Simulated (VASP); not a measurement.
# Al3Cl in VASP: notebook

Al3Cl is run at these levels: PBE; tasks: relaxation of the atoms.

Program: VASP 6.6.1. These are calculated values, not measurements. Logs are shortened: lines on timing, memory, paths and dates and some standing lists are left out, and cuts for length are marked.

## Step 1: The cell of the first run

The cell holds a slab with vacuum, 4 atoms: a = 2.857 Å, b = 2.857 Å, c = 20.101 Å, α = 90.00°, β = 90.00°, γ = 120.00°.

## Step 2: Relaxation of the atoms, PBE

Contents of INCAR:

```
PREC = Accurate
ENCUT = 520
EDIFF = 1E-6
ISMEAR = 0
SIGMA = 0.1
LREAL = F
LASPH = T
NELM = 60
ALGO = Normal
ISIF = 2
LWAVE = F
LCHARG = F
LDIPOL = T
IDIPOL = 3
DIPOL = 0.5 0.5 0.362
GGA = PE
IBRION = 2
NSW = 36
EDIFFG = -0.025
```

Contents of KPOINTS:

```
Automatic mesh
0
Gamma
  9 9 1
```

Contents of POSCAR:

```
Al3Cl
1.0
    2.8567582918      0.0000000000      0.0000000000
   -1.4283791459      2.4740252532      0.0000000000
    0.0000000000      0.0000000000     20.1013782055
Al Cl
3 1
Selective dynamics
Direct
    0.6666666667      0.3333333333      0.1989913308  F F F
    0.3333333333      0.6666666667      0.3134471548  F F F
    0.0000000000      0.0000000000      0.4278999240  F F F
    0.0000000000      0.5000000000      0.5093144150  F F T
```

Potentials or basis: VASP PAW PBE potentials, release 64 (Al, Cl).

Run with:

```sh
cat potpaw_PBE.64/Al/POTCAR potpaw_PBE.64/Cl/POTCAR > POTCAR
mpirun -np 1 vasp_std > vasp.out
```

OUTCAR:

```text
PREC = Accurate
   ENCUT = 520
   EDIFF = 1E-6
   ISMEAR = 0
   LREAL = F
   LASPH = T
   NELM = 60
   ISIF = 2
   GGA = PE
   IBRION = 2
   NSW = 36
   EDIFFG = -0.025

 ion  position               nearest neighbor table
   1  0.667  0.333  0.199-   2 2.83   2 2.83   2 2.83
   2  0.333  0.667  0.313-   3 2.83   3 2.83   3 2.83   1 2.83   1 2.83   1 2.83
   3  0.000  0.000  0.428-   4 2.17   4 2.17   2 2.83   2 2.83   2 2.83   4 2.97   4 2.97
   4  0.000  0.500  0.509-   3 2.17   3 2.17   3 2.97   3 2.97

  LATTYP: Found a hexagonal cell.
 ALAT       =     2.8567582918
 C/A-ratio  =     7.0364294603

  Lattice vectors:

 A1 = (   2.8567582918,   0.0000000000,   0.0000000000)
 A2 = (  -1.4283791459,   2.4740252532,   0.0000000000)
 A3 = (   0.0000000000,   0.0000000000,  20.1013782055)

Analysis of symmetry for initial positions (statically):
=====================================================================
 Subroutine PRICEL returns:
 Original cell was already a primitive cell.

 Routine SETGRP: Setting up the symmetry group for a
 hexagonal supercell.

 Subroutine GETGRP returns: Found  2 space group operations
 (whereof  2 operations were pure point group operations)
 out of a pool of 24 trial point group operations.

The static configuration has the point symmetry C_1h.

Analysis of symmetry for dynamics (positions and initial velocities):
=====================================================================
 Subroutine PRICEL returns:
 Original cell was already a primitive cell.

 Routine SETGRP: Setting up the symmetry group for a
 hexagonal supercell.

 Subroutine GETGRP returns: Found  2 space group operations
 (whereof  2 operations were pure point group operations)
 out of a pool of 24 trial point group operations.

The dynamic configuration has the point symmetry C_1h.

Analysis of constrained symmetry for selective dynamics:
=====================================================================
 Subroutine PRICEL returns:
 Original cell was already a primitive cell.

 Routine SETGRP: Setting up the symmetry group for a
 hexagonal supercell.

 Subroutine GETGRP returns: Found  2 space group operations
 (whereof  2 operations were pure point group operations)
 out of a pool of 24 trial point group operations.

The constrained configuration has the point symmetry C_1h.

 Subroutine INISYM returns: Found  2 space group operations
 (whereof  2 operations are pure point group operations),
 and found     1 'primitive' translations

----------------------------------------------------------------------------------------

                                     Primitive cell

  volume of cell :     142.0704

  direct lattice vectors                    reciprocal lattice vectors
     2.856758292  0.000000000  0.000000000     0.350047116  0.202099796  0.000000000
    -1.428379146  2.474025253  0.000000000     0.000000000  0.404199593  0.000000000
     0.000000000  0.000000000 20.101378206     0.000000000  0.000000000  0.049747833

  length of vectors
     2.856758292  2.856758292 20.101378206     0.404199593  0.404199593  0.049747833

  position of ions in fractional coordinates (direct lattice)
     0.666666667  0.333333333  0.198991331
     0.333333333  0.666666667  0.313447155
     0.000000000  0.000000000  0.427899924
     0.000000000  0.500000000  0.509314415

  ion indices of the primitive-cell ions
   primitive index   ion index
                 1           1
                 2           2
                 3           3
                 4           4

----------------------------------------------------------------------------------------

 KPOINTS: Automatic mesh

Automatic generation of k-mesh.
 Grid dimensions read from file:
 generate k-points for:    9    9    1

 Generating k-lattice:

  Cartesian coordinates                     Fractional coordinates (reciprocal lattice)
     0.038894124  0.022455533  0.000000000     0.111111111  0.000000000  0.000000000
     0.000000000  0.044911066  0.000000000     0.000000000  0.111111111  0.000000000
     0.000000000  0.000000000  0.049747833     0.000000000  0.000000000  1.000000000

  Length of vectors
[... 44 lines left out ...]
 SYSTEM =  unknown system
   PREC   = accura    normal or accurate (medium, high low for compatibility)
   ISTART =      0    job   : 0-new  1-cont  2-samecut
   ICHARG =      2    charge: 1-file 2-atom 10-const
   ISPIN  =      1    spin polarized calculation?
   LNONCOLLINEAR =      F non collinear calculations
   LSORBIT =      F    spin-orbit coupling
   LASPH  =      T    aspherical Exc in radial PAW
   ENCUT  =  520.0 eV  38.22 Ry    6.18 a.u.   5.31  5.31 37.38*2*pi/ulx,y,z
   NELM   =     60;   NELMIN=  2; NELMDL= -5     # of ELM steps
   EDIFF  = 0.1E-05   stopping-criterion for ELM
   LREAL  =      F    real-space projection
   EDIFFG = -.3E-01   stopping-criterion for IOM
   NSW    =     36    number of steps for IOM
   IBRION =      2    ionic relax: 0-MD 1-quasi-New 2-CG
   NFREE  =      1    steps in history (QN), initial steepest desc. (CG)
   ISIF   =      2    stress and relaxation
   ISYM   =      2    0-nonsym 1-usesym 2-fastsym
   POTIM  = 0.5000    time-step for ionic-motion
   TEBEG  =    0.0;   TEEND  =   0.0 temperature during run
   PSTRESS=    0.0 pullay stress
   NELECT =      16.0000    total number of electrons
   NUPDOWN=      -1.0000    fix difference up-down
   EMIN   =  10.00;   EMAX   =-10.00  energy-range for DOS
   EFERMI =   0.00;   METHOD = LEGACY
   ISMEAR =     0;   SIGMA  =   0.10  broadening in eV -4-tet -1-fermi 0-gaus
   EFERMI_NEDOS =   21; number of points for ismear=-14 and -15
   IALGO  =     38    algorithm
   IMIX   =      4    mixing-type and parameters
     AMIX     =   0.40;   BMIX     =  1.00
     AMIX_MAG =   1.60;   BMIX_MAG =  1.00
  volume/ion in A,a.u.               =      35.52       239.68
  Fermi-wavevector in a.u.,A,eV,Ry     =   0.790582  1.493984  8.503915  0.625020
  Thomas-Fermi vector in A             =   1.895952
   LORBIT       =      0    0 simple, 1 ext, 2 COOP (PROOUT), +10 PAW based schemes
   GGA     = PE    functional components
   LHFCALC =     F    Hartree Fock is set to
   AEXX    =    0.0000 exact exchange contribution
   IVDW    =     0    specifies the selected vdW correction
   LEPSILON=     F    determine dielectric tensor
   LRPA    =     F    only Hartree local field effects (RPA)
 conjugate gradient relaxation of ions
 non-spin polarized calculation
 Gauss-broadening in eV      SIGMA  =   0.10
  energy-cutoff  :      520.00
  volume of cell :      142.07
 maximum number of plane-waves:      3849
 NGX is ok and might be reduce to    24
   NGX = 11   NGY = 11   NGZ = 75

--------------------------------------- Ionic step        1  -------------------------------------------

 number of electron      15.9999999 magnetization

 Free energy of the ion-electron system (eV)
  ---------------------------------------------------
  ext. energy  EPLUGINS =         0.00000000
  ---------------------------------------------------
  free energy    TOTEN  =       -12.76785535 eV

  energy without entropy =      -12.76007845  energy(sigma->0) =      -12.76396690

------------------------ aborting loop because EDIFF is reached ----------------------------------------

 vacuum level on the upper side and lower side of the slab       (xc-potential included)        -0.264         0.230

  FORCE on cell =-STRESS in cart. coord.  units (eV):
  Direction    XX          YY          ZZ          XY          YZ          ZX
  --------------------------------------------------------------------------------------
  -------------------------------------------------------------------------------------
  Total        5.5365297      6.4855082      4.3720833     -0.8218394     -0.0805663     -0.1395448
  in kB       62.4373927     73.1393560     49.3055207     -9.2681721     -0.9085740     -1.5736958
  external PRESSURE =      61.6274232 kB  Pullay stress =       0.0000000 kB
[... 19 lines left out ...]
  FREE ENERGIE OF THE ION-ELECTRON SYSTEM (eV)
  ---------------------------------------------------
  free  energy   TOTEN  =       -12.7678553473 eV

  energy  without entropy=      -12.7600784465  energy(sigma->0) =      -12.76396690

 dipolmoment           0.000000      0.000000     -0.014441 electrons x Angstroem

--------------------------------------- Ionic step        2  -------------------------------------------

 number of electron      15.9999999 magnetization

------------------------ aborting loop because EDIFF is reached ----------------------------------------
[... 33 lines left out ...]
--------------------------------------- Ionic step        3  -------------------------------------------

 number of electron      15.9999999 magnetization

 dipolmoment           0.000000      0.000000      0.020784 electrons x Angstroem

 Free energy of the ion-electron system (eV)
  ---------------------------------------------------
  ext. energy  EPLUGINS =         0.00000000
  ---------------------------------------------------
  free energy    TOTEN  =       -12.98397431 eV

  energy without entropy =      -12.97897055  energy(sigma->0) =      -12.98147243

 E-fermi :   1.2179     XC(G=0):  -5.4192

 val. band max:        1.0425521962   @ k =   0.3333   0.2222   0.0000
 cond. band min:       1.2372535687   @ k =   0.2222   0.0000   0.0000
 fundamental gap:      0.1947013726
 Fermi energy:         1.2178850846

 k-point     1 :       0.0000    0.0000    0.0000
  band No.  band energies     occupation
      1     -16.9233      2.00000
      2      -9.4931      2.00000
      3      -8.0286      2.00000
      4      -5.9167      2.00000
      5      -3.2288      2.00000
      6       0.0450      2.00000
      7       0.2686      2.00000
      8       0.6172      2.00000
      9       3.6928      0.00000
     10       5.3516      0.00000
     11       5.5225      0.00000
     12       7.1663      0.00000
[... 331 lines left out ...]
 k-point    24 :       0.4444    0.3333    0.0000
  band No.  band energies     occupation
      1     -14.4791      2.00000
      2      -6.1220      2.00000
      3      -4.4314      2.00000
      4      -3.6585      2.00000
      5      -3.5338      2.00000
      6      -1.7307      2.00000
      7      -1.1550      2.00000
      8       0.6627      2.00000
      9       0.8322      2.00000
     10       1.5394      0.00001
     11       3.0506      0.00000
     12       3.6608      0.00000

 [... further k-points ...]

------------------------ aborting loop because EDIFF is reached ----------------------------------------

 vacuum level on the upper side and lower side of the slab       (xc-potential included)        -0.027        -0.554

  FORCE on cell =-STRESS in cart. coord.  units (eV):
  Direction    XX          YY          ZZ          XY          YZ          ZX
  --------------------------------------------------------------------------------------
  -------------------------------------------------------------------------------------
  Total        5.0666293      5.2304457      0.3213439     -0.1418692     -0.0790732     -0.1369588
  in kB       57.1381601     58.9855754      3.6239078     -1.5999085     -0.8917365     -1.5445324
  external PRESSURE =      39.9158811 kB  Pullay stress =       0.0000000 kB
[... 19 lines left out ...]
  FREE ENERGIE OF THE ION-ELECTRON SYSTEM (eV)
  ---------------------------------------------------
  free  energy   TOTEN  =       -12.9839743134 eV

  energy  without entropy=      -12.9789705549  energy(sigma->0) =      -12.98147243

 reached required accuracy - stopping structural energy minimisation

 vacuum level on the upper side and lower side of the slab         5.797         5.216
```

Run time: 4.9 min. Hardware: 1 thread of Intel Xeon 8259CL, shared host; peak memory 0.29 GiB.

Results:

```
Free energy               : -12.9840 eV
Energy gained by relaxing : 54.0 meV/atom
Ionic steps               : 3
Band gap on the k mesh    : zero (bands 8 and 9 overlap by 1.54 eV)
```

Step by step:
| step | energy change (eV) | largest force on free atoms (eV/Å) | pressure (GPa) |
| --- | --- | --- | --- |
| 1 | 0.0000 | 2.5604 | 6.16 |
| 2 | -0.1964 | 0.7030 | 4.59 |
| 3 | -0.2161 | 0.0088 | 3.99 |

Final structure:
```xyz
4
Lattice="2.8568 0.0000 0.0000 -1.4284 2.4740 0.0000 0.0000 0.0000 20.1014" Properties=species:S:1:pos:R:3 pbc="T T T"
Al    1.4284    0.8247    4.0000
Al    0.0000    1.6494    6.3007
Al    0.0000    0.0000    8.6014
Cl   -0.7142    1.2370   10.4198
```

## Step 3: Relaxation of the atoms, PBE

Contents of INCAR:

```
SYSTEM = Al3Cl
PREC = Accurate
ENCUT = 520
EDIFF = 1E-6
ISMEAR = 0
SIGMA = 0.1
LREAL = .False.
LASPH = .True.
NELM = 100
ALGO = Normal
ISIF = 2
LWAVE = .False.
LCHARG = .False.
LDIPOL = .True.
IDIPOL = 3
DIPOL = 0.5 0.5 0.367
GGA = PE
IBRION = 2
NSW = 36
EDIFFG = -0.025
```

Contents of KPOINTS:

```
regular mesh
0
Gamma
  9 9 1
  0 0 0
```

Edit POSCAR of step 2 so:

```diff
@@ -12,2 +12,2 @@
     0.0000000000      0.0000000000      0.4278999240  F F F
-    0.0000000000      0.5000000000      0.5093144150  F F T
+    0.1666666667      0.3333333333      0.5272236348  F F T
```

Potentials or basis: VASP PAW PBE potentials, release 64 (Al, Cl).

Run with:

```sh
cat potpaw_PBE.64/Al/POTCAR potpaw_PBE.64/Cl/POTCAR > POTCAR
mpirun -np 1 vasp_std > vasp.out
```

OUTCAR:

```text
SYSTEM = Al3Cl
   PREC = Accurate
   ENCUT = 520
   EDIFF = 1E-6
   ISMEAR = 0
   LREAL = .False.
   LASPH = .True.
   NELM = 100
   ISIF = 2
   GGA = PE
   IBRION = 2
   NSW = 36
   EDIFFG = -0.025

 ion  position               nearest neighbor table
   1  0.667  0.333  0.199-   2 2.83   2 2.83   2 2.83
   2  0.333  0.667  0.313-   3 2.83   3 2.83   3 2.83   1 2.83   1 2.83   1 2.83
   3  0.000  0.000  0.428-   4 2.16   2 2.83   2 2.83   2 2.83   4 2.96   4 2.96
   4  0.167  0.333  0.527-   3 2.16   3 2.96   3 2.96

  LATTYP: Found a hexagonal cell.
 ALAT       =     2.8567582918
 C/A-ratio  =     7.0364294603

  Lattice vectors:

 A1 = (   2.8567582918,   0.0000000000,   0.0000000000)
 A2 = (  -1.4283791459,   2.4740252532,   0.0000000000)
 A3 = (   0.0000000000,   0.0000000000,  20.1013782055)

Analysis of symmetry for initial positions (statically):
[... 301 lines left out ...]
     11       5.8222      0.00000
     12       7.1190      0.00000
[... 331 lines left out ...]
 k-point    24 :       0.4444    0.3333    0.0000
  band No.  band energies     occupation
      1     -13.9110      2.00000
      2      -5.1026      2.00000
      3      -4.2591      2.00000
      4      -3.5838      2.00000
      5      -2.9154      2.00000
      6      -2.0167      2.00000
      7      -1.4952      2.00000
      8       0.0158      2.00000
      9       0.6990      1.97895
     10       1.1585      0.00003
     11       2.6763      0.00000
     12       3.3993      0.00000

 [... further k-points ...]

------------------------ aborting loop because EDIFF is reached ----------------------------------------

 vacuum level on the upper side and lower side of the slab       (xc-potential included)         0.343        -0.863

  FORCE on cell =-STRESS in cart. coord.  units (eV):
  Direction    XX          YY          ZZ          XY          YZ          ZX
  --------------------------------------------------------------------------------------
  -------------------------------------------------------------------------------------
  Total        3.7219067      4.0330386      0.8341702      0.0000000     -0.1247521      0.0000000
  in kB       41.9732511     45.4819950      9.4072309      0.0000000     -1.4068737      0.0000000
  external PRESSURE =      32.2874923 kB  Pullay stress =       0.0000000 kB
[... 19 lines left out ...]
  FREE ENERGIE OF THE ION-ELECTRON SYSTEM (eV)
  ---------------------------------------------------
  free  energy   TOTEN  =       -12.8415122203 eV

  energy  without entropy=      -12.8348338240  energy(sigma->0) =      -12.83817302

 reached required accuracy - stopping structural energy minimisation

 vacuum level on the upper side and lower side of the slab         6.106         4.859
```

CONTCAR:

```text
Al3Cl
   1.00000000000000
     2.8567582917999998    0.0000000000000000    0.0000000000000000
    -1.4283791458999999    2.4740252532000002    0.0000000000000000
     0.0000000000000000    0.0000000000000000   20.1013782055000014
  Al              Cl
     3     1
Selective dynamics
Direct
     0.6666666667000030    0.3333333332999970    0.1989913307999984   F   F   F
     0.3333333332999970    0.6666666667000030    0.3134471548000022   F   F   F
     0.0000000000000000    0.0000000000000000    0.4278999240000019   F   F   F
     0.1666666667000030    0.3333333332999970    0.5278005133713018   F   F   T

  0.00000000E+00  0.00000000E+00  0.00000000E+00
  0.00000000E+00  0.00000000E+00  0.00000000E+00
  0.00000000E+00  0.00000000E+00  0.00000000E+00
  0.00000000E+00  0.00000000E+00  0.00000000E+00
```

Run time: 3.6 min. Hardware: 1 thread of Intel Xeon 8259CL, shared host; peak memory 0.3 GiB.

Results:

| Quantity | Value |
| --- | --- |
| Free energy | -12.8415 eV |
| Energy gained by relaxing | 0.2 meV/atom |
| Ionic steps | 3 |
| Band gap on the k mesh | zero (bands 8 and 9 overlap by 1.24 eV) |

The path:
| step | energy change (eV) | largest force on free atoms (eV/Å) | pressure (GPa) |
| --- | --- | --- | --- |
| 1 | 0.0000 | 0.0967 | 3.35 |
| 2 | -0.0004 | 0.0664 | 3.31 |
| 3 | -0.0007 | 0.0230 | 3.23 |

Final structure:
```xyz
4
Lattice="2.8568 0.0000 0.0000 -1.4284 2.4740 0.0000 0.0000 0.0000 20.1014" Properties=species:S:1:pos:R:3 pbc="T T T"
Al    1.4284    0.8247    4.0000
Al    0.0000    1.6494    6.3007
Al    0.0000    0.0000    8.6014
Cl    0.0000    0.8247   10.6095
```

Levels at points of the mesh, in eV from the Fermi level:
```
           k point  band 4  band 5  band 6  band 7  band 8  band 9  band 10  band 11  band 12
(0.00, 0.00, 0.00)   -6.84   -4.42   -1.15    0.13    0.24    2.36     4.24     4.96     6.26
```

The gap in the log of VASP goes by the Fermi energy; the results here count the filled bands.